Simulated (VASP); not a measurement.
# SnTe (Fm-3m) in VASP: notebook, part 2 of 2

VASP 6.6.1.

**4. Electric field gradients, LDA (volume scaled by 0.96)**

The input, INCAR:

```
SYSTEM = SnTe
ALGO     = Normal         ! electronic algorithm
EDIFF    = 1E-8           ! SCF threshold, eV
ENCUT    = 520            ! plane-wave cutoff, eV
GGA      = CA             ! functional
ISIF     = 2              ! what is computed and relaxed
ISMEAR   = -1             ! smearing method
LASPH    = .TRUE.         ! aspherical terms in the spheres
LCHARG   = .FALSE.        ! write CHGCAR
LEFG     = .TRUE.       
LREAL    = .FALSE.        ! projectors in reciprocal space
LWAVE    = .FALSE.        ! write WAVECAR
NBANDS   = 17             ! bands
NELM     = 60             ! most SCF steps
PREC     = Accurate       ! precision mode
SIGMA    = 0.08           ! smearing width, eV
```

The input, KPOINTS:

```
k-points
0
G
  11 11 11
  0 0 0
```

The input, POSCAR:

```
SnTe
1.0
    0.0000000000      3.1138393650      3.1138393650
    3.1138393650      0.0000000000      3.1138393650
    3.1138393650      3.1138393650      0.0000000000
Sn Te
1 1
Direct
    0.0000000000      0.0000000000      0.0000000000
    0.5000000000      0.5000000000      0.5000000000
```

Potentials or basis: VASP PAW LDA potentials, release 64 (Sn_d, Te).

Run with:

```sh
$ cat potpaw_LDA.64/Sn_d/POTCAR potpaw_LDA.64/Te/POTCAR > POTCAR
$ mpirun -np 1 vasp_std > vasp.out
```

OUTCAR:

```text
SYSTEM = SnTe
   EDIFF = 1E-8
   ENCUT = 520
   GGA = CA
   ISIF = 2
   ISMEAR = -1
   LASPH = .TRUE.
   LREAL = .FALSE.
   NELM = 60
   PREC = Accurate

 ion  position               nearest neighbor table
   1  0.000  0.000  0.000-   2 3.11   2 3.11   2 3.11   2 3.11   2 3.11   2 3.11
   2  0.500  0.500  0.500-   1 3.11   1 3.11   1 3.11   1 3.11   1 3.11   1 3.11

  LATTYP: Found a face centered cubic cell.
 ALAT       =     6.2276787300

  Lattice vectors:

 A1 = (   0.0000000000,   3.1138393650,   3.1138393650)
 A2 = (   3.1138393650,   0.0000000000,   3.1138393650)
 A3 = (   3.1138393650,   3.1138393650,   0.0000000000)

Analysis of symmetry for initial positions (statically):
=====================================================================
 Subroutine PRICEL returns:
 Original cell was already a primitive cell.

 Routine SETGRP: Setting up the symmetry group for a
 face centered cubic supercell.

 Subroutine GETGRP returns: Found 48 space group operations
 (whereof 48 operations were pure point group operations)
 out of a pool of 48 trial point group operations.

The static configuration has the point symmetry O_h .

Analysis of symmetry for dynamics (positions and initial velocities):
=====================================================================
 Subroutine PRICEL returns:
 Original cell was already a primitive cell.

 Routine SETGRP: Setting up the symmetry group for a
 face centered cubic supercell.

 Subroutine GETGRP returns: Found 48 space group operations
 (whereof 48 operations were pure point group operations)
 out of a pool of 48 trial point group operations.

The dynamic configuration has the point symmetry O_h .

 Subroutine INISYM returns: Found 48 space group operations
 (whereof 48 operations are pure point group operations),
 and found     1 'primitive' translations

----------------------------------------------------------------------------------------

                                     Primitive cell

  volume of cell :      60.3835

  direct lattice vectors                    reciprocal lattice vectors
     0.000000000  3.113839365  3.113839365    -0.160573473  0.160573473  0.160573473
     3.113839365  0.000000000  3.113839365     0.160573473 -0.160573473  0.160573473
     3.113839365  3.113839365  0.000000000     0.160573473  0.160573473 -0.160573473

  length of vectors
     4.403633861  4.403633861  4.403633861     0.278121413  0.278121413  0.278121413

  position of ions in fractional coordinates (direct lattice)
     0.000000000  0.000000000  0.000000000
     0.500000000  0.500000000  0.500000000

  ion indices of the primitive-cell ions
   primitive index   ion index
                 1           1
                 2           2

----------------------------------------------------------------------------------------

 KPOINTS: k-points

Automatic generation of k-mesh.
[... 71 lines left out ...]
   NFREE  =      0    steps in history (QN), initial steepest desc. (CG)
   ISIF   =      2    stress and relaxation
   ISYM   =      2    0-nonsym 1-usesym 2-fastsym
   POTIM  = 0.5000    time-step for ionic-motion
   TEBEG  =    0.0;   TEEND  =   0.0 temperature during run
   PSTRESS=    0.0 pullay stress
   NELECT =      20.0000    total number of electrons
   NUPDOWN=      -1.0000    fix difference up-down
   EMIN   =  10.00;   EMAX   =-10.00  energy-range for DOS
   EFERMI =   0.00;   METHOD = LEGACY
   ISMEAR =    -1;   SIGMA  =   0.08  broadening in eV -4-tet -1-fermi 0-gaus
   EFERMI_NEDOS =   21; number of points for ismear=-14 and -15
   IALGO  =     38    algorithm
   IMIX   =      4    mixing-type and parameters
     AMIX     =   0.40;   BMIX     =  1.00
     AMIX_MAG =   1.60;   BMIX_MAG =  1.00
  volume/ion in A,a.u.               =      30.19       203.74
  Fermi-wavevector in a.u.,A,eV,Ry     =   1.132692  2.140478 17.456165  1.282992
  Thomas-Fermi vector in A             =   2.269394
   LORBIT       =      0    0 simple, 1 ext, 2 COOP (PROOUT), +10 PAW based schemes
   GGA     = CA    functional components
   LHFCALC =     F    Hartree Fock is set to
   AEXX    =    0.0000 exact exchange contribution
   IVDW    =     0    specifies the selected vdW correction
   LEPSILON=     F    determine dielectric tensor
   LRPA    =     F    only Hartree local field effects (RPA)
 non-spin polarized calculation
  energy-cutoff  :      520.00
  volume of cell :       60.38
 maximum number of plane-waves:      1641
 NGX is ok and might be reduce to    36
   NGX = 17   NGY = 17   NGZ = 17

 number of electron      19.9999997 magnetization

 Free energy of the ion-electron system (eV)
  ---------------------------------------------------
  ext. energy  EPLUGINS =         0.00000000
  ---------------------------------------------------
  free energy    TOTEN  =        -8.83305628 eV

  energy without entropy =       -8.83083147  energy(sigma->0) =       -8.83194387

 E-fermi :   7.1854     XC(G=0):  -9.8947

 val. band max:        7.0125114540   @ k =   0.4545   0.0000   0.0000
 cond. band min:       7.4638589722   @ k =  -0.3636   0.0909   0.0000
 fundamental gap:      0.4513475182
 Fermi energy:         7.1854242337

 k-point     1 :       0.0000    0.0000    0.0000
  band No.  band energies     occupation
      1     -14.6172      2.00000
      2     -14.6172      2.00000
      3     -14.6059      2.00000
      4     -14.6059      2.00000
      5     -14.6059      2.00000
      6      -5.8943      2.00000
[... 457 lines left out ...]
      4     -14.6020      2.00000
      5     -14.6004      2.00000
      6      -5.1618      2.00000
[... 9 lines left out ...]
     16      15.1110      0.00000
     17      15.2785      0.00000

 [... further k-points ...]

------------------------ aborting loop because EDIFF is reached ----------------------------------------

  FORCE on cell =-STRESS in cart. coord.  units (eV):
  Direction    XX          YY          ZZ          XY          YZ          ZX
  --------------------------------------------------------------------------------------
  -------------------------------------------------------------------------------------
  Total        0.0962723      0.0962723      0.0962723     -0.0000000     -0.0000000      0.0000000
  in kB        2.5544265      2.5544265      2.5544265     -0.0000000     -0.0000000      0.0000000
  external PRESSURE =       2.5544265 kB  Pullay stress =       0.0000000 kB

 VOLUME and BASIS-vectors are now :
 -----------------------------------------------------------------------------
  energy-cutoff  :      520.00
  volume of cell :       60.38
      direct lattice vectors                 reciprocal lattice vectors
     0.000000000  3.113839365  3.113839365    -0.160573473  0.160573473  0.160573473
     3.113839365  0.000000000  3.113839365     0.160573473 -0.160573473  0.160573473
     3.113839365  3.113839365  0.000000000     0.160573473  0.160573473 -0.160573473

 POSITION                                       TOTAL-FORCE (eV/Angst)
 -----------------------------------------------------------------------------------
      0.00000      0.00000      0.00000         0.000000     -0.000000      0.000000
      3.11384      3.11384      3.11384         0.000000      0.000000     -0.000000
 -----------------------------------------------------------------------------------
    total drift:                               -0.000000      0.000000      0.000000

  FREE ENERGIE OF THE ION-ELECTRON SYSTEM (eV)
  ---------------------------------------------------
  free  energy   TOTEN  =        -8.8330562754 eV

  energy  without entropy=       -8.8308314722  energy(sigma->0) =       -8.83194387

 Electric field gradients (V/A^2)
---------------------------------------------------------------------
 ion       V_xx      V_yy      V_zz      V_xy      V_xz      V_yz
---------------------------------------------------------------------
   1      -0.000     0.000    -0.000    -0.001    -0.001    -0.001
   2      -0.000    -0.000    -0.000     0.000     0.000     0.000
---------------------------------------------------------------------

 Electric field gradients after diagonalization (V/A^2)
 (convention: |V_zz| > |V_xx| > |V_yy|)
----------------------------------------------------------------------
 ion       V_xx      V_yy      V_zz     asymmetry (V_yy - V_xx)/ V_zz
----------------------------------------------------------------------
   1       0.001     0.001    -0.003       0.000
   2      -0.000    -0.000     0.000       0.000
----------------------------------------------------------------------

           NMR quadrupolar parameters

 Cq : quadrupolar parameter    Cq=e*Q*V_zz/h
 eta: asymmetry parameters     (V_yy - V_xx)/ V_zz
 Q  : nuclear electric quadrupole moment in mb (millibarn)
----------------------------------------------------------------------
 ion       Cq(MHz)       eta       Q (mb)
----------------------------------------------------------------------
   1      -0.000       0.000       1.000
   2       0.000       0.000       1.000
----------------------------------------------------------------------
```

Wall time 73 s (1 thread of Intel Xeon 6975P-C, shared host); peak memory 0.21 GiB.

Results:

```yaml
Free_energy: -8.8331 eV
Pressure: 0.3 GPa
```

Levels at points of the mesh, in eV from the Fermi level:
| k point | band 8 | band 9 | band 10 | band 11 | band 12 | band 13 |
| --- | --- | --- | --- | --- | --- | --- |
| (0.00, 0.00, 0.00) | -2.21 | -2.21 | -2.21 | 3.37 | 3.37 | 3.37 |

Caveat: this odd mesh misses L, where the gap lies, so gap, dielectric constants and Born charges aren't listed; without QUAD_EFG the Cq values of the log hold for a quadrupole moment of 1 mb, not for the nuclei; spin-orbit coupling is left out, which moves the levels of the heavy elements.

**5. Electric field gradients, LDA (volume scaled by 0.96)**

The input, INCAR:

```
ALGO     = Normal         # electronic algorithm
EDIFF    = 1E-8           # SCF threshold, eV
ENCUT    = 520            # plane-wave cutoff, eV
ISIF     = 2              # what is computed and relaxed
ISMEAR   = -1             # smearing method
LASPH    = True           # aspherical terms in the spheres
LCHARG   = False          # write CHGCAR
LEFG     = True         
LREAL    = False          # projectors in reciprocal space
LWAVE    = False          # write WAVECAR
NBANDS   = 17             # bands
NELM     = 100            # most SCF steps
PREC     = Accurate       # precision mode
SIGMA    = 0.08           # smearing width, eV
```

The input, KPOINTS:

```
k-points
0
Gamma
  11 11 11
```

POSCAR is that of step 4.

Potentials or basis: VASP PAW LDA potentials, release 64 (Sn_d, Te).

Run with:

```sh
$ cat potpaw_LDA.64/Sn_d/POTCAR potpaw_LDA.64/Te/POTCAR > POTCAR
$ mpirun -np 1 vasp_std > vasp.out
```

OUTCAR:

```text
EDIFF = 1E-8
   ENCUT = 520
   ISIF = 2
   ISMEAR = -1
   LASPH = True
   LREAL = False
   NELM = 100
   PREC = Accurate

 ion  position               nearest neighbor table
   1  0.000  0.000  0.000-   2 3.11   2 3.11   2 3.11   2 3.11   2 3.11   2 3.11
   2  0.500  0.500  0.500-   1 3.11   1 3.11   1 3.11   1 3.11   1 3.11   1 3.11

  LATTYP: Found a face centered cubic cell.
 ALAT       =     6.2276787300

  Lattice vectors:

 A1 = (   0.0000000000,   3.1138393650,   3.1138393650)
 A2 = (   3.1138393650,   0.0000000000,   3.1138393650)
 A3 = (   3.1138393650,   3.1138393650,   0.0000000000)

Analysis of symmetry for initial positions (statically):
=====================================================================
 Subroutine PRICEL returns:
 Original cell was already a primitive cell.

 Routine SETGRP: Setting up the symmetry group for a
 face centered cubic supercell.

 Subroutine GETGRP returns: Found 48 space group operations
 (whereof 48 operations were pure point group operations)
[... 669 lines left out ...]
     3.113839365  0.000000000  3.113839365     0.160573473 -0.160573473  0.160573473
     3.113839365  3.113839365  0.000000000     0.160573473  0.160573473 -0.160573473

 POSITION                                       TOTAL-FORCE (eV/Angst)
 -----------------------------------------------------------------------------------
      0.00000      0.00000      0.00000         0.000000     -0.000000      0.000000
      3.11384      3.11384      3.11384         0.000000      0.000000     -0.000000
 -----------------------------------------------------------------------------------
    total drift:                               -0.000000      0.000000      0.000000

  FREE ENERGIE OF THE ION-ELECTRON SYSTEM (eV)
  ---------------------------------------------------
  free  energy   TOTEN  =        -8.8330562754 eV

  energy  without entropy=       -8.8308314722  energy(sigma->0) =       -8.83194387

 Electric field gradients (V/A^2)
---------------------------------------------------------------------
 ion       V_xx      V_yy      V_zz      V_xy      V_xz      V_yz
---------------------------------------------------------------------
   1      -0.000     0.000    -0.000    -0.001    -0.001    -0.001
   2      -0.000    -0.000    -0.000     0.000     0.000     0.000
---------------------------------------------------------------------

 Electric field gradients after diagonalization (V/A^2)
 (convention: |V_zz| > |V_xx| > |V_yy|)
----------------------------------------------------------------------
 ion       V_xx      V_yy      V_zz     asymmetry (V_yy - V_xx)/ V_zz
----------------------------------------------------------------------
   1       0.001     0.001    -0.003       0.000
   2      -0.000    -0.000     0.000       0.000
----------------------------------------------------------------------

           NMR quadrupolar parameters

 Cq : quadrupolar parameter    Cq=e*Q*V_zz/h
 eta: asymmetry parameters     (V_yy - V_xx)/ V_zz
 Q  : nuclear electric quadrupole moment in mb (millibarn)
----------------------------------------------------------------------
 ion       Cq(MHz)       eta       Q (mb)
----------------------------------------------------------------------
   1      -0.000       0.000       1.000
   2       0.000       0.000       1.000
----------------------------------------------------------------------
```

Run time: 69 s. Hardware: 1 thread of Intel Xeon 6975P-C, shared host; peak memory 0.21 GiB.

What came out:

| Property | Result |
| --- | --- |
| Free energy | -8.8331 eV |
| Pressure | 0.3 GPa |

Caveat: this odd mesh misses L, where the gap lies, so gap, dielectric constants and Born charges aren't listed; without QUAD_EFG the Cq values of the log hold for a quadrupole moment of 1 mb, not for the nuclei; spin-orbit coupling is left out, which moves the levels of the heavy elements.

**6. Summary**

| cell | pressure (GPa) |
| --- | --- |
| a = 4.479 Å, angles 60.0°, 2 atoms | -2.1 |
| a = 4.523 Å, angles 60.0°, 2 atoms | -3.2 |
| a = 4.404 Å, angles 60.0°, 2 atoms | 0.3 |

Alike in all rows: task electric field gradients; level LDA; potentials or basis VASP PAW LDA potentials, release 64 (Sn_d, Te); no spin polarisation; k mesh 11 × 11 × 11; cutoff (eV) 520; smearing fermi-dirac 0.08 eV.

Caveats: spin-orbit coupling is left out, which moves the levels of the heavy elements.

Total energies depend on the potentials used, so only differences within one code and one set of settings carry meaning.
